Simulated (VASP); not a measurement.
# Pb (I4_1/amd) in VASP: relaxation of cell and atoms with PBE

Aim: the relaxation of cell and atoms of Pb with PBE.

Everything below comes from runs of VASP 6.6.1. Logs are shortened: lines on timing, memory, paths and dates and some standing lists are left out, and cuts for length are marked.

### 1 The cell of the first run

The structure is tetragonal, space group I4_1/amd (No. 141). The conventional cell has a = 5.790 Å, b = 5.790 Å, c = 3.095 Å, α = 90.00°, β = 90.00°, γ = 90.00°. Within 3.9 Å of Pb (site symmetry -4m2) lie 10 Pb at 3.00 to 3.71 Å.

### 2 Relaxation of cell and atoms, PBE, target pressure 17 GPa, at which the enthalpy is minimised

INCAR reads:

```
  ALGO = Normal
  EDIFF = 1E-6
  EDIFFG = -0.005
  ENCUT = 600
  GGA = PE
  IBRION = 2
  ISIF = 3
  ISMEAR = -1
  LASPH = T
  LCHARG = F
  LREAL = F
  LWAVE = F
  NELM = 100
  NSW = 32
  PREC = Accurate
  PSTRESS = 170.0
  SIGMA = 0.1
```

KPOINTS reads:

```
k-points
0
Gamma
  14 14 14
```

POSCAR reads:

```
Pb
1.0
   -2.8948346806      2.8948346806      1.5473299471
    2.8948346806     -2.8948346806      1.5473299471
    2.8948346806      2.8948346806     -1.5473299471
Pb
2
Direct
   -0.3750000000     -0.1250000000     -0.2500000000
    0.3750000000      0.1250000000      0.2500000000
```

Potentials or basis: VASP PAW PBE potentials, release 64 (Pb_d).

Started as:

```sh
> cat potpaw_PBE.64/Pb_d/POTCAR > POTCAR
> mpirun -np 1 vasp_std > vasp.out
```

OUTCAR:

```text
EDIFF = 1E-6
   EDIFFG = -0.005
   ENCUT = 600
   GGA = PE
   IBRION = 2
   ISIF = 3
   ISMEAR = -1
   LASPH = T
   LREAL = F
   NELM = 100
   NSW = 32
   PREC = Accurate
   PSTRESS = 170.0

 ion  position               nearest neighbor table
   1  0.625  0.875  0.750-   2 3.00   2 3.00   2 3.00   2 3.00   2 3.71   2 3.71   2 3.71   2 3.71

   2  0.375  0.125  0.250-   1 3.00   1 3.00   1 3.00   1 3.00   1 3.71   1 3.71   1 3.71   1 3.71

  LATTYP: Found a body centered tetragonal cell.
 ALAT       =     5.7896693612
 C/A-ratio  =     0.5345140976

  Lattice vectors:

 A1 = (  -2.8948346806,   2.8948346806,   1.5473299471)
 A2 = (   2.8948346806,  -2.8948346806,   1.5473299471)
 A3 = (   2.8948346806,   2.8948346806,  -1.5473299471)

Analysis of symmetry for initial positions (statically):
=====================================================================
 Subroutine PRICEL returns:
 Original cell was already a primitive cell.

 Routine SETGRP: Setting up the symmetry group for a
 body centered tetragonal supercell.

 Subroutine GETGRP returns: Found 16 space group operations
 (whereof  4 operations were pure point group operations)
 out of a pool of 16 trial point group operations.

The static configuration has the point symmetry C_2h.
 The point group associated with its full space group is D_4h.

Analysis of symmetry for dynamics (positions and initial velocities):
=====================================================================
 Subroutine PRICEL returns:
 Original cell was already a primitive cell.

 Routine SETGRP: Setting up the symmetry group for a
 body centered tetragonal supercell.

 Subroutine GETGRP returns: Found 16 space group operations
 (whereof  4 operations were pure point group operations)
 out of a pool of 16 trial point group operations.

The dynamic configuration has the point symmetry C_2h.
 The point group associated with its full space group is D_4h.

 Subroutine INISYM returns: Found 16 space group operations
 (whereof  4 operations are pure point group operations),
 and found     1 'primitive' translations

----------------------------------------------------------------------------------------

                                     Primitive cell

  volume of cell :      51.8669

  direct lattice vectors                    reciprocal lattice vectors
    -2.894834681  2.894834681  1.547329947     0.000000000  0.172721435  0.323137286
     2.894834681 -2.894834681  1.547329947     0.172721435  0.000000000  0.323137286
     2.894834681  2.894834681 -1.547329947     0.172721435  0.172721435  0.000000000

  length of vectors
     4.376570075  4.376570075  4.376570075     0.366401965  0.366401965  0.244264996

  position of ions in fractional coordinates (direct lattice)
     0.625000000  0.875000000  0.750000000
     0.375000000  0.125000000  0.250000000

  ion indices of the primitive-cell ions
   primitive index   ion index
                 1           1
                 2           2

----------------------------------------------------------------------------------------

 KPOINTS: k-points

Automatic generation of k-mesh.
 Grid dimensions read from file:
 generate k-points for:   14   14   14

 Generating k-lattice:

  Cartesian coordinates                     Fractional coordinates (reciprocal lattice)
     0.000000000  0.012337245  0.023081235     0.071428571  0.000000000  0.000000000
     0.012337245  0.000000000  0.023081235     0.000000000  0.071428571  0.000000000
     0.012337245  0.012337245  0.000000000     0.000000000  0.000000000  0.071428571

  Length of vectors
     0.026171569  0.026171569  0.017447500

  Shift w.r.t. Gamma in fractional coordinates (k-lattice)
     0.000000000  0.000000000  0.000000000

 Subroutine IBZKPT returns following result:
 ===========================================

 Found    244 irreducible k-points:

 Following reciprocal coordinates:
            Coordinates               Weight
  0.000000  0.000000  0.000000      1.000000
  0.071429  0.000000  0.000000      8.000000
  0.142857  0.000000  0.000000      8.000000
  0.214286 -0.000000  0.000000      8.000000
  0.285714 -0.000000  0.000000      8.000000
  0.357143 -0.000000  0.000000      8.000000
[... 16 lines left out ...]
  0.214286  0.142857  0.000000     16.000000
  0.285714  0.142857  0.000000     16.000000
 [... further k-points ...]
   k-points           NKPTS =    244   k-points in BZ     NKDIM =    244   number of bands    NBANDS=     18
   number of dos      NEDOS =    301   number of ions     NIONS =      2
   total plane-waves  NPLWV =  46656
   dimension x,y,z NGX =    36 NGY =   36 NGZ =   36
   dimension x,y,z NGXF=    72 NGYF=   72 NGZF=   72
   ions per type =               2
   NGX,Y,Z   is equivalent  to a cutoff of  13.67, 13.67, 13.67 a.u.
   NGXF,Y,Z  is equivalent  to a cutoff of  27.35, 27.35, 27.35 a.u.
 SYSTEM =  unknown system
   PREC   = accura    normal or accurate (medium, high low for compatibility)
   ISTART =      0    job   : 0-new  1-cont  2-samecut
   ICHARG =      2    charge: 1-file 2-atom 10-const
   ISPIN  =      1    spin polarized calculation?
   LNONCOLLINEAR =      F non collinear calculations
   LSORBIT =      F    spin-orbit coupling
   LASPH  =      T    aspherical Exc in radial PAW
   ENCUT  =  600.0 eV  44.10 Ry    6.64 a.u.   8.74  8.74  8.74*2*pi/ulx,y,z
   NELM   =    100;   NELMIN=  2; NELMDL= -5     # of ELM steps
   EDIFF  = 0.1E-05   stopping-criterion for ELM
   LREAL  =      F    real-space projection
   EDIFFG = -.5E-02   stopping-criterion for IOM
   NSW    =     32    number of steps for IOM
   IBRION =      2    ionic relax: 0-MD 1-quasi-New 2-CG
   NFREE  =      1    steps in history (QN), initial steepest desc. (CG)
   ISIF   =      3    stress and relaxation
   ISYM   =      2    0-nonsym 1-usesym 2-fastsym
   POTIM  = 0.5000    time-step for ionic-motion
   TEBEG  =    0.0;   TEEND  =   0.0 temperature during run
   PSTRESS=  170.0 pullay stress
   NELECT =      28.0000    total number of electrons
   NUPDOWN=      -1.0000    fix difference up-down
   EMIN   =  10.00;   EMAX   =-10.00  energy-range for DOS
   EFERMI =   0.00;   METHOD = LEGACY
   ISMEAR =    -1;   SIGMA  =   0.10  broadening in eV -4-tet -1-fermi 0-gaus
   EFERMI_NEDOS =   21; number of points for ismear=-14 and -15
   IALGO  =     38    algorithm
   IMIX   =      4    mixing-type and parameters
     AMIX     =   0.40;   BMIX     =  1.00
     AMIX_MAG =   1.60;   BMIX_MAG =  1.00
  volume/ion in A,a.u.               =      25.93       175.01
  Fermi-wavevector in a.u.,A,eV,Ry     =   1.333002  2.519008 24.176103  1.776893
  Thomas-Fermi vector in A             =   2.461893
   LORBIT       =      0    0 simple, 1 ext, 2 COOP (PROOUT), +10 PAW based schemes
   GGA     = PE    functional components
   LHFCALC =     F    Hartree Fock is set to
   AEXX    =    0.0000 exact exchange contribution
   IVDW    =     0    specifies the selected vdW correction
   LEPSILON=     F    determine dielectric tensor
   LRPA    =     F    only Hartree local field effects (RPA)
 conjugate gradient relaxation of ions
 non-spin polarized calculation
  energy-cutoff  :      600.00
  volume of cell :       51.87
 maximum number of plane-waves:      1770
   NGX = 17   NGY = 17   NGZ = 17

 number of electron      28.0000005 magnetization

 Free energy of the ion-electron system (eV)
  ---------------------------------------------------
  ext. energy  EPLUGINS =         0.00000000
  ---------------------------------------------------
  free energy    TOTEN  =        -6.25893477 eV

  energy without entropy =       -6.22658895  energy(sigma->0) =       -6.24276186

 E-fermi :   9.0679     XC(G=0): -10.8982

 val. band max:        9.0661231482   @ k =  -0.3571  -0.4286   0.2857
 cond. band min:       9.0707079524   @ k =   0.5000   0.1429   0.0000
 fundamental gap:      0.0045848042
 Fermi energy:         9.0678896693

 k-point     1 :       0.0000    0.0000    0.0000
  band No.  band energies     occupation
      1      -8.6528      2.00000
      2      -8.4651      2.00000
      3      -8.4049      2.00000
      4      -8.3922      2.00000
      5      -7.8899      2.00000
      6      -7.8899      2.00000
[... 10 lines left out ...]
     17      15.5696      0.00000
     18      17.2093      0.00000

 k-point     2 :       0.0714    0.0000    0.0000
  band No.  band energies     occupation
      1      -8.6453      2.00000
      2      -8.4368      2.00000
      3      -8.3937      2.00000
      4      -8.3536      2.00000
      5      -7.9198      2.00000
      6      -7.9176      2.00000
[... 10 lines left out ...]
     17      15.6322      0.00000
     18      16.0876      0.00000

 k-point     3 :       0.1429    0.0000    0.0000
  band No.  band energies     occupation
      1      -8.6214      2.00000
      2      -8.3619      2.00000
      3      -8.3615      2.00000
      4      -8.2529      2.00000
      5      -7.9805      2.00000
      6      -7.9593      2.00000
[... 10 lines left out ...]
     17      14.3023      0.00000
     18      14.8222      0.00000

 k-point     4 :       0.2143   -0.0000    0.0000
  band No.  band energies     occupation
      1      -8.5843      2.00000
      2      -8.3166      2.00000
      3      -8.2737      2.00000
      4      -8.1446      2.00000
      5      -8.0534      2.00000
      6      -7.9674      2.00000
[... 375 lines left out ...]
      4      -8.1093      2.00000
      5      -8.0457      2.00000
      6      -8.0206      2.00000
[... 10 lines left out ...]
     17      13.8265      0.00000
     18      14.0050      0.00000

 k-point    23 :       0.2143    0.1429    0.0000
  band No.  band energies     occupation
      1      -8.5421      2.00000
      2      -8.2726      2.00000
      3      -8.2457      2.00000
      4      -8.1176      2.00000
      5      -8.1029      2.00000
      6      -8.0501      2.00000
[... 10 lines left out ...]
     17      13.1123      0.00000
     18      13.4193      0.00000

 k-point    24 :       0.2857    0.1429    0.0000
  band No.  band energies     occupation
      1      -8.5238      2.00000
      2      -8.3118      2.00000
      3      -8.2145      2.00000
      4      -8.1780      2.00000
      5      -8.0933      2.00000
      6      -8.0794      2.00000
[... 10 lines left out ...]
     17      12.5775      0.00000
     18      13.6149      0.00000

 [... further k-points ...]
[... 5 lines left out ...]
  --------------------------------------------------------------------------------------
  -------------------------------------------------------------------------------------
  Total        5.4986052      5.4986052      5.4967789     -0.0000000      0.0000000     -0.0000000
  in kB      169.8527809    169.8527809    169.7963686     -0.0000000      0.0000000     -0.0000000
  external PRESSURE =      -0.1660232 kB  Pullay stress =     170.0000000 kB

 VOLUME and BASIS-vectors are now :
 -----------------------------------------------------------------------------
  energy-cutoff  :      600.00
  volume of cell :       51.87
      direct lattice vectors                 reciprocal lattice vectors
    -2.894834681  2.894834681  1.547329947     0.000000000  0.172721435  0.323137286
     2.894834681 -2.894834681  1.547329947     0.172721435  0.000000000  0.323137286
     2.894834681  2.894834681 -1.547329947     0.172721435  0.172721435  0.000000000

 POSITION                                       TOTAL-FORCE (eV/Angst)
 -----------------------------------------------------------------------------------
      2.89483      1.44742      1.16050         0.000000      0.000000      0.000000
     -0.00000      1.44742      0.38683        -0.000000     -0.000000     -0.000000
 -----------------------------------------------------------------------------------
    total drift:                               -0.000000     -0.000000      0.000000

  FREE ENERGIE OF THE ION-ELECTRON SYSTEM (eV)
  ---------------------------------------------------
  free  energy   TOTEN  =        -6.2589347749 eV

  energy  without entropy=       -6.2265889549  energy(sigma->0) =       -6.24276186

  enthalpy is  TOTEN    =        -0.7555637229 eV   P V=        5.5033710520

 reached required accuracy - stopping structural energy minimisation
```

Wall time 4.8 min (1 thread of Intel Xeon 8259CL, shared host); peak memory 0.37 GiB.

What came out:

```yaml
Free_energy: -6.2589 eV
Pressure_after_relaxing: 17.0 GPa
Band_gap_on_the_k_mesh: zero (bands 14 and 15 overlap by 4.04 eV)
```

Final structure:
```xyz
2
Lattice="-2.8948 2.8948 1.5473 2.8948 -2.8948 1.5473 2.8948 2.8948 -1.5473" Properties=species:S:1:pos:R:3 pbc="T T T"
Pb    2.8948    1.4474    1.1605
Pb    0.0000    1.4474    0.3868
```

Levels at points of the mesh, in eV from the Fermi level:
| k point | band 12 | band 13 | band 14 | band 15 | band 16 | band 17 |
| --- | --- | --- | --- | --- | --- | --- |
| (0.00, 0.00, 0.00) | -5.44 | -2.25 | -2.25 | 3.60 | 6.50 | 6.50 |
| (0.50, 0.00, 0.00) | -6.54 | -3.11 | -1.91 | -1.05 | 2.91 | 2.97 |
| (0.50, 0.50, 0.00) | -10.60 | 0.88 | 0.88 | 1.26 | 1.26 | 6.66 |
| (0.50, 0.50, 0.50) | -9.17 | -5.30 | -5.30 | 6.00 | 6.00 | 10.18 |

Caveat: the cell is relaxed towards a set pressure, so the run minimises the enthalpy, not the energy; spin-orbit coupling is left out, which moves the levels of the heavy elements.
